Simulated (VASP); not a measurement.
# AlN (Pm) in VASP: further runs

Runs on AlN. Level: LDA. Tasks: single point.

All numbers are computed with VASP 6.6.1; they aren't measurements. Logs are shortened: lines on timing, memory, paths and dates and some standing lists are left out, and cuts for length are marked.

## Step 1: The cell of the first run

Symmetry: Pm, No. 6, monoclinic system. Conventional cell: a = 3.276 Å, b = 4.101 Å, c = 5.674 Å, α = 90.00°, β = 90.00°, γ = 90.00°. Within 1.7 Å of Al (site symmetry m) lie 1 N at 1.31 Å. Within 2.5 Å of Al (site symmetry m) lie 5 N at 1.89 to 2.05 Å. Within 2.5 Å of Al (site symmetry m) lie 5 N at 1.89 to 2.05 Å. Within 2.5 Å of Al (site symmetry m) lie 5 N at 1.89 to 2.05 Å and 2 Al at 2.43 Å. Within 2.5 Å of N (site symmetry m) lie 5 Al at 1.89 to 2.17 Å. N (site symmetry m) has 5 Al at 1.89 to 2.05 Å within 2.5 Å. Within 2.5 Å of N (site symmetry m) lie 4 Al at 1.89 to 2.05 Å. Within 1.7 Å of N (site symmetry m) lie 1 Al at 1.31 Å.

## Step 2: Single point, LDA (atom 1 (Al) moved by -0.372 Å along [1 0 0] and -0.620 Å along [1 2 0])

INCAR

```
PREC = Accurate
ENCUT = 520
EDIFF = 1E-6
ISMEAR = 0
SIGMA = 0.05
LREAL = F
LASPH = T
NELM = 100
ALGO = Normal
ISIF = 2
LWAVE = F
LCHARG = F
GGA = CA
NBANDS = 26
```

KPOINTS

```
regular mesh
0
Gamma
  8 6 4
```

POSCAR

```
AlN
1.0
   -1.6378403119      2.8368226349      0.0000000000
    0.0000000000      0.0000000000      4.1006264518
    4.9135209358      2.8368226349      0.0000000000
Al N
4 4
Direct
    0.3928663107      0.7500000000      0.0552459803
    1.0000000000      0.7500000000      0.6666666667
    0.0000000000      0.2500000000      0.3333333333
    0.5000000000      0.2500000000      0.8333333333
    0.5000000000      0.2500000000      0.1666666667
    1.0000000000      0.2500000000      0.6666666667
    0.0000000000      0.7500000000      0.3333333333
    0.5000000000      0.7500000000      0.8333333333
```

Potentials or basis: VASP PAW LDA potentials, release 64 (Al, N).

On the command line:

```
$ cat potpaw_LDA.64/Al/POTCAR potpaw_LDA.64/N/POTCAR > POTCAR
$ mpirun -np 1 vasp_std > vasp.out
```

OUTCAR:

```text
PREC = Accurate
   ENCUT = 520
   EDIFF = 1E-6
   ISMEAR = 0
   LREAL = F
   LASPH = T
   NELM = 100
   ISIF = 2
   GGA = CA

 ion  position               nearest neighbor table
   1  0.393  0.750  0.055-   8 1.31   7 2.04   5 2.17   5 2.17   4 2.43   4 2.43   7 2.54   2 2.55
                             3 2.89   3 2.89   2 2.97   3 3.26   3 3.26
   2  0.000  0.750  0.667-   8 1.89   8 1.89   7 1.89   6 2.05   6 2.05   1 2.55   4 2.79   4 2.79
                             4 2.79   4 2.79   3 2.79   3 2.79   1 2.97
   3  0.000  0.250  0.333-   5 1.89   5 1.89   6 1.89   7 2.05   7 2.05   2 2.79   2 2.79   1 2.89
                             1 2.89   1 3.26   1 3.26   4 3.28   4 3.28   4 3.28   4 3.28
   4  0.500  0.250  0.833-   6 1.89   6 1.89   5 1.89   8 2.05   8 2.05   1 2.43   1 2.43   2 2.79
                             2 2.79   2 2.79   2 2.79   3 3.28   3 3.28   3 3.28   3 3.28
   5  0.500  0.250  0.167-   3 1.89   3 1.89   4 1.89   1 2.17   1 2.17
   6  0.000  0.250  0.667-   4 1.89   4 1.89   3 1.89   2 2.05   2 2.05
   7  0.000  0.750  0.333-   2 1.89   1 2.04   3 2.05   3 2.05   1 2.54
   8  0.500  0.750  0.833-   1 1.31   2 1.89   2 1.89   4 2.05   4 2.05

  LATTYP: Found a simple orthorhombic cell.
 ALAT       =     3.2756806238
 B/A-ratio  =     1.2518395176
 C/A-ratio  =     1.7320508076

  Lattice vectors:

 A1 = (  -1.6378403119,   2.8368226349,   0.0000000000)
 A2 = (   0.0000000000,   0.0000000000,   4.1006264518)
 A3 = (   4.9135209358,   2.8368226349,   0.0000000000)

Analysis of symmetry for initial positions (statically):
=====================================================================
 Subroutine PRICEL returns:
 Original cell was already a primitive cell.

 Routine SETGRP: Setting up the symmetry group for a
 simple orthorhombic supercell.

 Subroutine GETGRP returns: Found  2 space group operations
 (whereof  1 operations were pure point group operations)
 out of a pool of  8 trial point group operations.

The static configuration has the point symmetry C_1 .
 The point group associated with its full space group is C_1h.

Analysis of symmetry for dynamics (positions and initial velocities):
=====================================================================
 Subroutine PRICEL returns:
 Original cell was already a primitive cell.

 Routine SETGRP: Setting up the symmetry group for a
 simple orthorhombic supercell.

 Subroutine GETGRP returns: Found  2 space group operations
 (whereof  1 operations were pure point group operations)
 out of a pool of  8 trial point group operations.

The dynamic configuration has the point symmetry C_1 .
 The point group associated with its full space group is C_1h.

 Subroutine INISYM returns: Found  2 space group operations
 (whereof  1 operations are pure point group operations),
 and found     1 'primitive' translations

----------------------------------------------------------------------------------------

                                     Primitive cell

  volume of cell :      76.2103

  direct lattice vectors                    reciprocal lattice vectors
    -1.637840312  2.836822635  0.000000000    -0.152640033  0.264380293  0.000000000
     0.000000000  0.000000000  4.100626452     0.000000000  0.000000000  0.243865178
     4.913520936  2.836822635  0.000000000     0.152640033  0.088126764  0.000000000

  length of vectors
     3.275680624  4.100626452  5.673645270     0.305280067  0.243865178  0.176253529

  position of ions in fractional coordinates (direct lattice)
     0.392866311  0.750000000  0.055245980
     0.000000000  0.750000000  0.666666667
     0.000000000  0.250000000  0.333333333
     0.500000000  0.250000000  0.833333333
     0.500000000  0.250000000  0.166666667
     0.000000000  0.250000000  0.666666667
     0.000000000  0.750000000  0.333333333
     0.500000000  0.750000000  0.833333333

  ion indices of the primitive-cell ions
   primitive index   ion index
                 1           1
                 2           2
                 3           3
                 4           4
                 5           5
                 6           6
                 7           7
                 8           8

----------------------------------------------------------------------------------------

 KPOINTS: regular mesh

Automatic generation of k-mesh.
 Grid dimensions read from file:
 generate k-points for:    8    6    4

 Generating k-lattice:

  Cartesian coordinates                     Fractional coordinates (reciprocal lattice)
    -0.019080004  0.033047537  0.000000000     0.125000000  0.000000000  0.000000000
     0.000000000  0.000000000  0.040644196     0.000000000  0.166666667  0.000000000
     0.038160008  0.022031691  0.000000000     0.000000000  0.000000000  0.250000000

  Length of vectors
     0.038160008  0.040644196  0.044063382

  Shift w.r.t. Gamma in fractional coordinates (k-lattice)
     0.000000000  0.000000000  0.000000000

 Subroutine IBZKPT returns following result:
 ===========================================

 Found     72 irreducible k-points:

 Following reciprocal coordinates:
            Coordinates               Weight
  0.000000  0.000000  0.000000      1.000000
  0.125000  0.000000  0.000000      2.000000
  0.250000  0.000000  0.000000      2.000000
  0.375000  0.000000  0.000000      2.000000
  0.500000  0.000000  0.000000      1.000000
  0.000000  0.166667  0.000000      2.000000
[... 16 lines left out ...]
  0.125000  0.000000 -0.250000      2.000000
  0.250000  0.000000  0.250000      2.000000
 [... further k-points ...]
   k-points           NKPTS =     72   k-points in BZ     NKDIM =     72   number of bands    NBANDS=     26
   number of dos      NEDOS =    301   number of ions     NIONS =      8
   total plane-waves  NPLWV =  30240
   dimension x,y,z NGX =    24 NGY =   30 NGZ =   42
   dimension x,y,z NGXF=    48 NGYF=   60 NGZF=   84
   ions per type =               4   4
   NGX,Y,Z   is equivalent  to a cutoff of  12.18, 12.16, 12.31 a.u.
   NGXF,Y,Z  is equivalent  to a cutoff of  24.36, 24.32, 24.61 a.u.
 SYSTEM =  unknown system
   PREC   = accura    normal or accurate (medium, high low for compatibility)
   ISTART =      0    job   : 0-new  1-cont  2-samecut
   ICHARG =      2    charge: 1-file 2-atom 10-const
   ISPIN  =      1    spin polarized calculation?
   LNONCOLLINEAR =      F non collinear calculations
   LSORBIT =      F    spin-orbit coupling
   LASPH  =      T    aspherical Exc in radial PAW
   ENCUT  =  520.0 eV  38.22 Ry    6.18 a.u.   6.09  7.62 10.55*2*pi/ulx,y,z
   NELM   =    100;   NELMIN=  2; NELMDL= -5     # of ELM steps
   EDIFF  = 0.1E-05   stopping-criterion for ELM
   LREAL  =      F    real-space projection
   EDIFFG = 0.1E-04   stopping-criterion for IOM
   NSW    =      0    number of steps for IOM
   IBRION =     -1    ionic relax: 0-MD 1-quasi-New 2-CG
   NFREE  =      0    steps in history (QN), initial steepest desc. (CG)
   ISIF   =      2    stress and relaxation
   ISYM   =      2    0-nonsym 1-usesym 2-fastsym
   POTIM  = 0.5000    time-step for ionic-motion
   TEBEG  =    0.0;   TEEND  =   0.0 temperature during run
   PSTRESS=    0.0 pullay stress
   NELECT =      32.0000    total number of electrons
   NUPDOWN=      -1.0000    fix difference up-down
   EMIN   =  10.00;   EMAX   =-10.00  energy-range for DOS
   EFERMI =   0.00;   METHOD = LEGACY
   ISMEAR =     0;   SIGMA  =   0.05  broadening in eV -4-tet -1-fermi 0-gaus
   EFERMI_NEDOS =   21; number of points for ismear=-14 and -15
   IALGO  =     38    algorithm
   IMIX   =      4    mixing-type and parameters
     AMIX     =   0.40;   BMIX     =  1.00
     AMIX_MAG =   1.60;   BMIX_MAG =  1.00
  volume/ion in A,a.u.               =       9.53        64.29
  Fermi-wavevector in a.u.,A,eV,Ry     =   1.225896  2.316607 20.447110  1.502820
  Thomas-Fermi vector in A             =   2.360917
   LORBIT       =      0    0 simple, 1 ext, 2 COOP (PROOUT), +10 PAW based schemes
   GGA     = CA    functional components
   LHFCALC =     F    Hartree Fock is set to
   AEXX    =    0.0000 exact exchange contribution
   IVDW    =     0    specifies the selected vdW correction
   LEPSILON=     F    determine dielectric tensor
   LRPA    =     F    only Hartree local field effects (RPA)
 non-spin polarized calculation
 Gauss-broadening in eV      SIGMA  =   0.05
  energy-cutoff  :      520.00
  volume of cell :       76.21
 maximum number of plane-waves:      2088
   NGX = 13   NGY = 15   NGZ = 21

 number of electron      32.0000003 magnetization

 Free energy of the ion-electron system (eV)
  ---------------------------------------------------
  ext. energy  EPLUGINS =         0.00000000
  ---------------------------------------------------
  free energy    TOTEN  =       -55.93120157 eV

  energy without entropy =      -55.93120157  energy(sigma->0) =      -55.93120157

 E-fermi :   9.0939     XC(G=0): -11.6572

 val. band max:        8.8538251215   @ k =  -0.0000   0.0000   0.5000
 cond. band min:       9.8494524541   @ k =   0.0000   0.0000   0.0000
 fundamental gap:      0.9956273326
 Fermi energy:         9.0938739220

 k-point     1 :       0.0000    0.0000    0.0000
  band No.  band energies     occupation
      1      -9.7931      2.00000
      2      -6.6258      2.00000
      3      -6.2380      2.00000
      4      -3.9002      2.00000
      5      -0.0068      2.00000
      6       1.4523      2.00000
[... 18 lines left out ...]
     25      17.2894      0.00000
     26      18.6269      0.00000

 k-point     2 :       0.1250    0.0000    0.0000
  band No.  band energies     occupation
      1      -9.6708      2.00000
      2      -6.6148      2.00000
      3      -6.1616      2.00000
      4      -3.8991      2.00000
      5       0.1254      2.00000
      6       1.0958      2.00000
[... 18 lines left out ...]
     25      17.6176      0.00000
     26      18.1914      0.00000

 k-point     3 :       0.2500    0.0000    0.0000
  band No.  band energies     occupation
      1      -9.3309      2.00000
      2      -6.6702      2.00000
      3      -5.9145      2.00000
      4      -3.9329      2.00000
      5       0.4299      2.00000
      6       0.5007      2.00000
[... 18 lines left out ...]
     25      17.7235      0.00000
     26      18.3623      0.00000

 k-point     4 :       0.3750    0.0000    0.0000
  band No.  band energies     occupation
      1      -8.8814      2.00000
      2      -6.8786      2.00000
      3      -5.5653      2.00000
      4      -4.0544      2.00000
      5       0.0237      2.00000
      6       1.0254      2.00000
[... 18 lines left out ...]
     25      17.6561      0.00000
     26      18.9151      0.00000

 k-point     5 :       0.5000    0.0000    0.0000
  band No.  band energies     occupation
      1      -8.6260      2.00000
      2      -7.0473      2.00000
      3      -5.3691      2.00000
      4      -4.1562      2.00000
      5      -0.0487      2.00000
      6       1.2506      2.00000
[... 18 lines left out ...]
     25      17.7368      0.00000
     26      18.8963      0.00000

 k-point     6 :       0.0000    0.1667    0.0000
  band No.  band energies     occupation
      1      -9.6486      2.00000
      2      -6.7732      2.00000
      3      -6.1571      2.00000
      4      -4.1573      2.00000
      5       0.1914      2.00000
      6       1.3627      2.00000
[... 427 lines left out ...]
 k-point    21 :      -0.0000    0.0000    0.2500
  band No.  band energies     occupation
      1      -9.7350      2.00000
      2      -6.9830      2.00000
      3      -6.0314      2.00000
      4      -3.7835      2.00000
      5       0.0515      2.00000
      6       1.7388      2.00000
[... 18 lines left out ...]
     25      17.0055      0.00000
     26      18.2244      0.00000

 k-point    22 :       0.1250    0.0000    0.2500
  band No.  band energies     occupation
      1      -9.6165      2.00000
      2      -6.9180      2.00000
      3      -5.9978      2.00000
      4      -3.8007      2.00000
      5       0.1817      2.00000
      6       1.3232      2.00000
[... 18 lines left out ...]
     25      17.4480      0.00000
     26      18.0245      0.00000

 k-point    23 :       0.1250    0.0000   -0.2500
  band No.  band energies     occupation
      1      -9.6146      2.00000
      2      -6.9240      2.00000
      3      -5.9975      2.00000
      4      -3.7966      2.00000
      5       0.1817      2.00000
      6       1.3510      2.00000
[... 18 lines left out ...]
     25      17.7236      0.00000
     26      17.8818      0.00000

 k-point    24 :       0.2500    0.0000    0.2500
  band No.  band energies     occupation
      1      -9.2869      2.00000
      2      -6.8226      2.00000
      3      -5.8691      2.00000
      4      -3.8856      2.00000
      5       0.5499      2.00000
      6       0.5595      2.00000
[... 18 lines left out ...]
     25      17.6348      0.00000
     26      17.9978      0.00000

 [... further k-points ...]

------------------------ aborting loop because EDIFF is reached ----------------------------------------

  FORCE on cell =-STRESS in cart. coord.  units (eV):
  Direction    XX          YY          ZZ          XY          YZ          ZX
  --------------------------------------------------------------------------------------
  -------------------------------------------------------------------------------------
  Total       40.9019066      2.9781703      1.2867261     10.6493803      0.0000000      0.0000000
  in kB      859.8846471     62.6103559     27.0509649    223.8829295      0.0000000      0.0000000
  external PRESSURE =     316.5153226 kB  Pullay stress =       0.0000000 kB

 VOLUME and BASIS-vectors are now :
 -----------------------------------------------------------------------------
  energy-cutoff  :      520.00
  volume of cell :       76.21
      direct lattice vectors                 reciprocal lattice vectors
    -1.637840312  2.836822635  0.000000000    -0.152640033  0.264380293  0.000000000
     0.000000000  0.000000000  4.100626452     0.000000000  0.000000000  0.243865178
     4.913520936  2.836822635  0.000000000     0.152640033  0.088126764  0.000000000

 POSITION                                       TOTAL-FORCE (eV/Angst)
 -----------------------------------------------------------------------------------
     -0.37200      1.27122      3.07547        40.056869     14.034183      0.000000
      3.27568      1.89122      3.07547        -3.343209     -2.454706      0.000000
      1.63784      0.94561      1.02516        -0.577522     -0.636848      0.000000
      3.27568      3.78243      1.02516        -0.839548      0.300645      0.000000
      0.00000      1.89122      1.02516        -2.161914     -2.309703      0.000000
      3.27568      1.89122      1.02516         1.346433      0.765248      0.000000
      1.63784      0.94561      3.07547        -1.074562     -0.280910      0.000000
      3.27568      3.78243      3.07547       -33.406548     -9.417910      0.000000
 -----------------------------------------------------------------------------------
    total drift:                               -0.000746     -0.000081     -0.000000

  FREE ENERGIE OF THE ION-ELECTRON SYSTEM (eV)
  ---------------------------------------------------
  free  energy   TOTEN  =       -55.9312015664 eV

  energy  without entropy=      -55.9312015664  energy(sigma->0) =      -55.93120157
```

Wall time 76 s (1 thread of Intel Xeon Platinum 8259CL at 2.50GHz (Skylake/Cascade Lake), shared host); peak memory 0.22 GiB.

Results:

* Free energy: -55.9312 eV
* Pressure: 31.7 GPa
* Largest force: 42.444 eV/Å
* Band gap on the k mesh: 1.00 eV, indirect (least direct gap 1.07 eV)

Forces on the atoms (eV/Å):
```
Al   40.057  14.034   0.000
Al   -3.343  -2.455   0.000
Al   -0.578  -0.637   0.000
Al   -0.840   0.301   0.000
N    -2.162  -2.310   0.000
N     1.346   0.765   0.000
N    -1.075  -0.281   0.000
N   -33.407  -9.418   0.000
```

Caveat: the cell differs from its parent crystal (atom 1 (Al) moved by -0.372 Å along [1 0 0] and -0.620 Å along [1 2 0]); forces of over 1 eV/Å act on the atoms, so gaps and moduli don't describe the material at rest. A k mesh can miss the band edges.

## Step 3: Single point, LDA (atom 1 (Al) moved by +0.620 Å along [1 0 0] and -0.124 Å along [1 2 0])

INCAR

```
PREC = Accurate ; ENCUT = 520
EDIFF = 1E-6 ; ISMEAR = 0
SIGMA = 0.05 ; LREAL = False
LASPH = True ; NELM = 100
ALGO = Normal ; ISIF = 2
LWAVE = False ; LCHARG = True
LELF = True ; LVHAR = True
NBANDS = 26
```

KPOINTS is that of step 2.

POSCAR, as its differences from that of step 2:

```diff
@@ -8,3 +8,3 @@
 Direct
-    0.3928663107      0.7500000000      0.0552459803
+    0.3725800229      0.7500000000      0.2503757687
     1.0000000000      0.7500000000      0.6666666667
```

Potentials or basis: VASP PAW LDA potentials, release 64 (Al, N).

On the command line:

```
$ cat potpaw_LDA.64/Al/POTCAR potpaw_LDA.64/N/POTCAR > POTCAR
$ mpirun -np 1 vasp_std > vasp.out
```

It took 82 s on 1 thread of Intel Xeon Platinum 8259CL at 2.50GHz (Skylake/Cascade Lake), shared host; peak memory 0.22 GiB.

Results (log left out):

```
Free energy            : -57.0820 eV
Pressure               : 30.3 GPa
Largest force          : 39.396 eV/Å
Band gap on the k mesh : 2.74 eV, direct
```

Forces in eV/Å, atoms in the order of the input:
```
Al  -32.220  22.669   0.000
Al    2.117   0.740   0.000
Al    0.756  -1.349   0.000
Al    0.450   0.352   0.000
N     2.219   0.233   0.000
N    -0.902  -0.515   0.000
N    27.565 -21.703   0.000
N     0.016  -0.426   0.000
```

Stress tensor (GPa, compression positive):
```
 55.03 -47.70   0.00
-47.70  33.84   0.00
  0.00   0.00   2.02
```

Levels at points of the mesh, in eV from the valence-band top:
```
           k point  band 14  band 15  band 16  band 17  band 18  band 19
(0.00, 0.00, 0.00)    -1.28    -0.79     0.00     2.74     4.03     4.59
(0.50, 0.00, 0.00)    -2.24    -2.20    -1.39     4.72     5.13     6.15
(0.00, 0.50, 0.00)    -1.84    -1.70    -1.17     4.49     5.06     5.79
(0.50, 0.50, 0.00)    -0.88    -0.62    -0.42     4.96     5.31     6.64
(0.00, 0.00, 0.50)    -1.66    -0.72    -0.59     4.21     5.14     5.89
(0.50, 0.00, 0.50)    -2.57    -1.63    -0.69     3.19     4.26     6.13
(0.00, 0.50, 0.50)    -1.93    -1.36    -1.06     4.40     5.09     5.63
(0.50, 0.50, 0.50)    -1.34    -1.25    -1.14     4.00     4.52     5.36
```

Caveat: the cell differs from its parent crystal (atom 1 (Al) moved by +0.620 Å along [1 0 0] and -0.124 Å along [1 2 0]); forces of over 1 eV/Å act on the atoms, so gaps and moduli don't describe the material at rest.

[end of part 1 of 2]
